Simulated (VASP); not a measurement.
BiPdN, 3 atoms in the cell. The structure is hexagonal, space group P-6m2 (No. 187). The conventional cell has a = 4.007 Å, b = 4.007 Å, c = 4.374 Å, α = 90.00°, β = 90.00°, γ = 120.00°. Within 3.1 Å of Bi (site symmetry -6m2) lie 3 N at 2.31 Å. Pd (site symmetry -6m2) has 6 Bi at 3.18 Å and 6 N at 3.18 Å and 6 Pd at 4.01 Å within 4.2 Å. Within 3.1 Å of N (site symmetry -6m2) lie 3 Bi at 2.31 Å. 

| Property | Result |
| --- | --- |
| Program | VASP 6.6.1 |
| Task | single point |
| Functional | PBE |
| Potentials or basis | VASP PAW PBE potentials, release 64 (Bi_d, Pd, N) |
| Cutoff | 520 eV |
| k mesh | 6 × 6 × 4 |
| Occupations | gaussian, width 0.1 eV |
| Spin | no spin polarisation |
| Dipole correction | no |
| Further INCAR settings | ALGO = Normal; EDIFF = 1e-06; NBANDS = 22 |

Potentials or basis: VASP PAW PBE potentials, release 64 (Bi_d, Pd, N).

The run is started by

```bash
$ cat potpaw_PBE.64/Bi_d/POTCAR potpaw_PBE.64/Pd/POTCAR potpaw_PBE.64/N/POTCAR > POTCAR
$ mpirun -np 1 vasp_std > vasp.out
```

Hardware: 1 thread of Intel Xeon 6975P-C, with other jobs on the host.

Question: Estimate the wall time of this run.

Answer: Wall time 35 s on 1 thread of Intel Xeon 6975P-C, with other jobs on the host, peak memory 0.2 GiB. Counts: scf iterations 14, k points 21.
